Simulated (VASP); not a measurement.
Runs of VASP 6.6.1 on Mg2PbN2. The structure is that of space group P-3m1 (No. 164), or close to it. The cells are those of the table. 

```tsv
cell	gap on the mesh (eV)	pressure (GPa)	largest force (eV/Å)
a = 3.627, b = 3.627, c = 6.566 Å, angles 90.0, 90.0, 120.0°, 5 atoms	none	-7.2	(b)
a = 3.578, b = 3.578, c = 6.477 Å, angles 90.0, 90.0, 120.0°, 5 atoms	none	-3.5	0.02
a = 3.721, b = 3.721, c = 6.737 Å, angles 90.0, 90.0, 120.0°, 5 atoms	-	-12.5	0.18
a = 3.675, b = 3.675, c = 6.652 Å, angles 90.0, 90.0, 120.0°, 5 atoms	-	-10.1	0.12
a = 3.476, b = 3.476, c = 6.292 Å, angles 90.0, 90.0, 120.0°, 5 atoms	none	(a)	0.19
```

Alike in all rows: task single point; level LDA; potentials or basis VASP PAW LDA potentials, release 64 (Mg, Pb_d, N); no spin polarisation; k mesh 6 × 6 × 4; cutoff (eV) 520; smearing fermi-dirac 0.05 eV.

**Question.** Fill in the values left out.

**Answer.** (a) 7.0; (b) 0.06.

Caveats: spin-orbit coupling is left out, which moves the levels of the heavy elements.

A k mesh can miss the band edges, and the runs leave out spin-orbit coupling on Pb.

A gap of «none» marks levels without a gap at the run's occupations.
